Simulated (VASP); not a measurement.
SnSe2:

```
Sn Se
1.0
     3.82515    0.00000    0.00000
    -1.91257    3.31268    0.00000
     0.00000    0.00000    6.47616
Sn Se
1 2
Direct
  0.00000 0.00000 0.00000
  0.33333 0.66667 0.24407
  0.66667 0.33333 0.75593
```

This cell differs from its parent crystal: uniaxial z strain +4.0%.

Base run:

```yaml
Program: VASP 6.6.1
Functional: r2SCAN
Potentials_or_basis: VASP PAW PBE potentials, release 64 (Sn_d, Se)
Cutoff: 520 eV
k_mesh: 12 × 12 × 4
Occupations: gaussian, width 0.01 eV
Spin: no spin polarisation
```

Its results: band gap on the k mesh 1.02 eV, indirect (least direct gap 1.47 eV); pressure 0.4 GPa; largest force 0.015 eV/Å.

The run is repeated on the same cell with these changes: functional from r2SCAN to PBE; k mesh from 12 × 12 × 4 to 6 × 6 × 2. What comes out?

Band gap on the k mesh 0.73 eV, indirect (least direct gap 1.24 eV); pressure 2.4 GPa; largest force 0.256 eV/Å.

Several settings changed at once, so the effect can't be laid on one alone.

Caveats: some runs use coarse meshes; spin-orbit coupling is left out, which moves the levels of the heavy elements; the PAW data sets were made with another functional, which shifts forces and pressure a little (some runs); this functional lacks dispersion, which binds the layers, so the pressure and a relaxed spacing across them are unreliable (some runs).

A k mesh can miss the band edges.
